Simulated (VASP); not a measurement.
# Ta3N4 (P-42m) in VASP: a series of runs, part 2 of 2

VASP 6.6.1.

**3. Single point, PBE, collinear spin**

This run uses another cell than the first one, of 14.55 Å³/atom.

INCAR reads:

```
ALGO = Normal ; EDIFF = 1E-6
ENCUT = 520 ; GGA = PE
ISIF = 2 ; ISMEAR = 0
ISPIN = 2 ; LASPH = T
LCHARG = T ; LELF = T
LMAXMIX = 4 ; LORBIT = 11
LREAL = F ; LVHAR = T
LWAVE = F ; MAGMOM = 1 1 1 0 0 0 0
NBANDS = 40 ; NELM = 150
PREC = Accurate ; SIGMA = 0.1
```

KPOINTS reads:

```
k-points
0
Gamma
  4 4 4
```

POSCAR reads:

```
Ta3N4
1.0
    4.2905000411      0.0000000000      0.0000000000
    0.0000000000      4.2905000411      0.0000000000
    0.0000000000      0.0000000000      5.5338027253
Ta N
3 4
Direct
    0.0000000000      0.0000000000      0.0000000000
    0.0000000000      0.0000000000      0.5000000000
    0.5000000000      0.5000000000      0.0000000000
    0.2443005611      0.2443005611      0.2479523438
    0.7556994389      0.7556994389      0.2479523438
    0.7556994389      0.2443005611      0.7520476562
    0.2443005611      0.7556994389      0.7520476562
```

Potentials or basis: VASP PAW PBE potentials, release 64 (Ta_pv, N).

Launch:

```bash
$ cat potpaw_PBE.64/Ta_pv/POTCAR potpaw_PBE.64/N/POTCAR > POTCAR
$ mpirun -np 1 vasp_std > vasp.out
```

Run time: 3.7 min. Hardware: 1 thread of AMD EPYC 7R13 (Zen 3), shared host; peak memory 0.26 GiB.

Results (log left out):

```yaml
Free_energy: -71.4373 eV
Pressure: 0.4 GPa
Largest_force: 0.037 eV/Å
Net_moment: 0.18 μB per cell
Site_moments: Ta +0.04, +0.05, +0.03; N -0.00 μB
Valence_electrons_inside_the_program's_atomic_spheres: Ta 9.25, 8.93, 8.84; N 3.71
```

Forces in eV/Å, atoms in the order of the input:
```
Ta   0.000  0.000  0.000
Ta   0.000  0.000  0.000
Ta   0.000  0.000  0.000
N   -0.002 -0.002  0.037
N    0.002  0.002  0.037
N    0.002 -0.002 -0.037
N   -0.002  0.002 -0.037
```

Stress tensor (GPa, compression positive):
```
0.27 0.00 0.00
0.00 0.27 0.00
0.00 0.00 0.54
```

Levels at points of the mesh, in eV from the Fermi level:
Spin up:
```
           k point  band 24  band 25  band 26  band 27  band 28  band 29
(0.00, 0.00, 0.00)    -1.35    -1.35    -1.23    -0.71    -0.69     0.44
(0.50, 0.00, 0.00)    -2.55    -2.38    -0.56     0.57     0.63     1.00
(0.50, 0.50, 0.00)    -2.60    -1.94    -0.20    -0.19     1.76     2.32
(0.00, 0.00, 0.50)    -1.57    -1.57    -0.70     0.12     0.93     0.93
(0.50, 0.00, 0.50)    -3.51    -2.85    -0.28     0.20     0.32     0.93
(0.50, 0.50, 0.50)    -2.43    -2.03     0.16     0.51     0.94     2.34
```
Spin down:
```csv
k point,band 23,band 24,band 25,band 26,band 27,band 28,band 29,band 30
"(0.00, 0.00, 0.00)",-2.58,-1.35,-1.35,-1.19,-0.69,-0.63,0.49,0.49
"(0.50, 0.00, 0.00)",-3.27,-2.55,-2.37,-0.51,0.63,0.68,1.03,1.09
"(0.50, 0.50, 0.00)",-3.01,-2.59,-1.94,-0.14,-0.12,1.80,2.34,3.31
"(0.00, 0.00, 0.50)",-3.52,-1.56,-1.56,-0.64,0.18,0.98,0.98,1.88
"(0.50, 0.00, 0.50)",-3.67,-3.50,-2.84,-0.22,0.24,0.38,0.97,1.86
"(0.50, 0.50, 0.50)",-3.22,-2.42,-2.03,0.22,0.57,0.97,2.37,2.37
```

Caveat: the k points lie up to 0.37 Å⁻¹ apart; spin-orbit coupling is left out, which moves the levels of the heavy elements.

**4. Single point, PBE**

This run uses another cell than the first one, of 14.54 Å³/atom.

INCAR reads:

```
PREC = Accurate
ENCUT = 520
EDIFF = 1E-7
ISMEAR = 0
SIGMA = 0.1
LREAL = False
LASPH = True
NELM = 100
ALGO = Normal
ISIF = 2
LWAVE = False
LCHARG = True
GGA = PE
LELF = True
LVHAR = True
NBANDS = 36
```

KPOINTS reads:

```
Automatic mesh
0
Gamma
  10 10 8
```

POSCAR reads:

```
Ta3N4
1.0
    4.2905409036      0.0000000000      0.0000000000
    0.0000000000      4.2905409036      0.0000000000
    0.0000000000      0.0000000000      5.5298512298
Ta N
3 4
Direct
    0.0000000000      0.0000000000      0.0000000000
    0.0000000000      0.0000000000      0.5000000000
    0.5000000000      0.5000000000      0.0000000000
    0.2443178238      0.2443178238      0.2480161010
    0.7556821762      0.7556821762      0.2480161010
    0.7556821762      0.2443178238      0.7519838990
    0.2443178238      0.7556821762      0.7519838990
```

Potentials or basis: VASP PAW PBE potentials, release 64 (Ta_pv, N).

Launch:

```bash
$ cat potpaw_PBE.64/Ta_pv/POTCAR potpaw_PBE.64/N/POTCAR > POTCAR
$ mpirun -np 1 vasp_std > vasp.out
```

OUTCAR:

```text
PREC = Accurate
   ENCUT = 520
   EDIFF = 1E-7
   ISMEAR = 0
   LREAL = False
   LASPH = True
   NELM = 100
   ISIF = 2
   GGA = PE

 ion  position               nearest neighbor table
   1  0.000  0.000  0.000-   4 2.02   5 2.02   6 2.02   7 2.02   2 2.76   2 2.76   3 3.03   3 3.03
                             3 3.03   3 3.03
   2  0.000  0.000  0.500-   4 2.03   5 2.03   6 2.03   7 2.03   1 2.76   1 2.76
   3  0.500  0.500  0.000-   4 2.07   5 2.07   6 2.07   7 2.07   1 3.03   1 3.03   1 3.03   1 3.03

   4  0.244  0.244  0.248-   1 2.02   2 2.03   3 2.07
[... 1150 lines left out ...]
  Total        0.2833118      0.2833118      0.4942676      0.0000000      0.0000000     -0.0000000
  in kB        4.4590020      4.4590020      7.7792039      0.0000000      0.0000000     -0.0000000
  external PRESSURE =       5.5657359 kB  Pullay stress =       0.0000000 kB

 VOLUME and BASIS-vectors are now :
 -----------------------------------------------------------------------------
  energy-cutoff  :      520.00
  volume of cell :      101.80
      direct lattice vectors                 reciprocal lattice vectors
     4.290540904  0.000000000  0.000000000     0.233070846  0.000000000  0.000000000
     0.000000000  4.290540904  0.000000000     0.000000000  0.233070846  0.000000000
     0.000000000  0.000000000  5.529851230     0.000000000  0.000000000  0.180836691

 POSITION                                       TOTAL-FORCE (eV/Angst)
 -----------------------------------------------------------------------------------
      0.00000      0.00000      0.00000        -0.000000      0.000000      0.000000
      0.00000      0.00000      2.76493        -0.000000      0.000000      0.000000
      2.14527      2.14527      0.00000        -0.000000     -0.000000      0.000000
      1.04826      1.04826      1.37149         0.032159      0.032159      0.025208
      3.24229      3.24229      1.37149        -0.032159     -0.032159      0.025208
      3.24229      1.04826      4.15836        -0.032159      0.032159     -0.025208
      1.04826      3.24229      4.15836         0.032159     -0.032159     -0.025208
 -----------------------------------------------------------------------------------
    total drift:                                0.000000      0.000000     -0.000000

  FREE ENERGIE OF THE ION-ELECTRON SYSTEM (eV)
  ---------------------------------------------------
  free  energy   TOTEN  =       -71.4355361861 eV

  energy  without entropy=      -71.4052512025  energy(sigma->0) =      -71.42039369
```

Run time: 6.2 min. Hardware: 1 thread of AMD EPYC 7R13 (Zen 3), shared host; peak memory 0.38 GiB.

What came out:

```yaml
Free_energy: -71.4355 eV
Pressure: 0.6 GPa
Largest_force: 0.052 eV/Å
Band_gap_on_the_k_mesh: zero (an odd number of electrons rules out a gap without spin polarisation)
```

Forces on the atoms (eV/Å):
```
Ta   0.000  0.000  0.000
Ta   0.000  0.000  0.000
Ta   0.000  0.000  0.000
N    0.032  0.032  0.025
N   -0.032 -0.032  0.025
N   -0.032  0.032 -0.025
N    0.032 -0.032 -0.025
```

Caveat: spin-orbit coupling is left out, which moves the levels of the heavy elements; an odd number of electrons without spin polarisation forces a metal; a magnetic or distorted state may lie lower.

**5. The runs side by side**

| spin | cell | k mesh | gap on the mesh (eV) | pressure (GPa) | moment (μB) | largest force (eV/Å) |
| --- | --- | --- | --- | --- | --- | --- |
| collinear | a = 4.407, b = 4.407, c = 4.561 Å, 7 atoms, atomic positions A | 4 × 4 × 4 | none | 49.5 | 0.00 | 2.12 |
| collinear | a = 4.291, b = 4.291, c = 5.534 Å, 7 atoms, atomic positions B | 4 × 4 × 4 | none | 0.4 | 0.18 | 0.04 |
| off | a = 4.291, b = 4.291, c = 5.530 Å, 7 atoms, atomic positions B | 10 × 10 × 8 | none | 0.6 | - | 0.05 |

Alike in all rows: task single point; level PBE; potentials or basis VASP PAW PBE potentials, release 64 (Ta_pv, N); cutoff (eV) 520; smearing gaussian 0.1 eV.

Caveats: some runs use coarse meshes; spin-orbit coupling is left out, which moves the levels of the heavy elements; the stress differs along the axes, from 33 to 82 GPa (at least some runs); forces of over 1 eV/Å act on the atoms, so gaps and moduli don't describe the material at rest (at least some runs); an odd number of electrons without spin polarisation forces a metal (at least some runs); a magnetic or distorted state may lie lower (at least some runs).

Total energies depend on the potentials used, so only differences within one code and one set of settings carry meaning.
